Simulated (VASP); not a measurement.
Set up this calculation in VASP 6.6.1, as the native input.

```
Task                   : relaxation of cell and atoms
Functional             : PBEsol
Potentials or basis    : VASP PAW PBE potentials, release 64 (Ag, Cl)
Cutoff                 : 600 eV
k mesh                 : 8 × 8 × 8
Occupations            : gaussian, width 0.01 eV
Spin                   : no spin polarisation
Target pressure        : 4 GPa
Dipole correction      : no
Further INCAR settings : ALGO = Normal; EDIFF = 1e-06; IBRION = 2; EDIFFG = -0.002; NSW = 100; ISIF = 3
```

The structure of AgCl lies in POSCAR:

```
AgCl
1.0
    0.0000000000      2.7237519381      2.7237519381
    2.7237519381      0.0000000000      2.7237519381
    2.7237519381      2.7237519381      0.0000000000
Ag Cl
1 1
Direct
    0.0000000000      0.0000000000      0.0000000000
    0.5000000000      0.5000000000      0.5000000000
```

One way to write it, as run:

INCAR

```
PREC = Accurate
ENCUT = 600
EDIFF = 1E-6
ISMEAR = 0
SIGMA = 0.01
LREAL = False
LASPH = True
NELM = 100
ALGO = Normal
ISIF = 3
LWAVE = False
LCHARG = False
GGA = PS
IBRION = 2
NSW = 100
EDIFFG = -0.002
PSTRESS = 40.0
```

KPOINTS

```
regular mesh
0
Gamma
  8 8 8
```

Potentials or basis: VASP PAW PBE potentials, release 64 (Ag, Cl).

The run is started by

```bash
$ cat potpaw_PBE.64/Ag/POTCAR potpaw_PBE.64/Cl/POTCAR > POTCAR
$ mpirun -np 1 vasp_std > vasp.out
```

Results of the run:

The relaxed volume is 19.01 Å³/atom. The relaxed cell is a = 3.774 Å, b = 3.774 Å, c = 3.774 Å, α = 60.00°, β = 60.00°, γ = 60.00°, the space group after relaxing (to 0.1 Å) is Fm-3m (No. 225) and the energy change on relaxing (the run minimises the enthalpy) is +13.8 meV/atom. The ionic steps are 3. The pressure after relaxing is 4.0 GPa. The band gap on the k mesh is 0.73 eV (least direct gap 3.47 eV).

Caveat: the cell is relaxed towards a set pressure, so the run minimises the enthalpy, not the energy; semilocal functionals underestimate gaps, and a narrow one can read as zero; the PAW data sets were made with another functional, which shifts forces and pressure a little.

Run time: 40 s on 1 thread of Intel Xeon 8259CL, with other jobs on the host, peak memory 0.19 GiB.
